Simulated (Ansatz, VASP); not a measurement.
## InAs: VASP beside Ansatz

File INCAR:

```
PREC     = Accurate       # precision mode
ENCUT    = 600            # plane-wave cutoff, eV
EDIFF    = 1E-7           # SCF threshold, eV
ISMEAR   = 0              # smearing method
SIGMA    = 0.1            # smearing width, eV
LREAL    = F              # projectors in reciprocal space
LASPH    = T              # aspherical terms in the spheres
NELM     = 100            # most SCF steps
ALGO     = Normal         # electronic algorithm
ISIF     = 3              # what is computed and relaxed
LWAVE    = F              # write WAVECAR
LCHARG   = F              # write CHGCAR
GGA      = PS             # functional
IBRION   = 2              # ionic algorithm
NSW      = 100            # ionic steps
EDIFFG   = -0.005         # ionic threshold
```

The input KPOINTS:

```
regular mesh
0
Gamma
  12 12 12
```

Contents of POSCAR:

```
InAs
1.0
    0.0000000000      3.0240000000      3.0240000000
    3.0240000000      0.0000000000      3.0240000000
    3.0240000000      3.0240000000      0.0000000000
In As
1 1
Direct
    0.0000000000      0.0000000000      0.0000000000
    0.7500000000      0.7500000000      0.7500000000
```

Input for Ansatz:

```yaml
crystal:
  lattice:
    - [0.0, 3.024, 3.024]
    - [3.024, 0.0, 3.024]
    - [3.024, 3.024, 0.0]
  atoms:
    - { symbol: In, position: [0.0, 0.0, 0.0] }
    - { symbol: As, position: [0.75, 0.75, 0.75] }
basis:
  ecutwfc: 420
kpoints:
  mp_grid: { grid: [12, 12, 12] }
hamiltonian:
  xc: pbesol
  pseudopotentials: { kind: paw, azcp: { folder: soft_1 } }
scf:
  occupations: { method: gaussian, width: 0.1 }
output:
  forces: true
  stress: true
  eigenvalues: true
  write_density: true
  write_potential: true
  elf: true
  volumetric_format: npy
relax:
  adjacent_minimum: "off"
  f_tol: 0.005
  max_steps: 80
  cell: { stress_tol: 0.05 }
```

Alike in both runs: task relaxation of cell and atoms; functional PBEsol; k mesh 12 × 12 × 12; occupations gaussian, width 0.1 eV; no spin polarisation.

```csv
,VASP,Ansatz
version,VASP 6.6.1,Ansatz 0.2.0
potentials or method,"VASP PAW PBE potentials, release 64 (In_d, As), cutoff 600 eV","scalar-relativistic, plane waves, PAW"
valence electrons in the cell,18,28
```

```csv
,VASP,Ansatz,Ansatz less VASP
"gap on the k mesh at the Fermi level, each at its own relaxed structure (eV)",none,none,-
relaxed volume (Å³/atom),28.24,28.20,-0.040
relaxed length of the cell vector where the two differ most in proportion (Å),4.307,4.305,-0.0020
```

VASP's potentials were made for PBE, not for PBEsol, and Ansatz warns of the same on its side. A gap of «none» marks a metal or a gap that the smearing closes. VASP's potentials hold 18 valence electrons a cell and Ansatz's 28, so a difference there can come from the potentials and not from the codes.
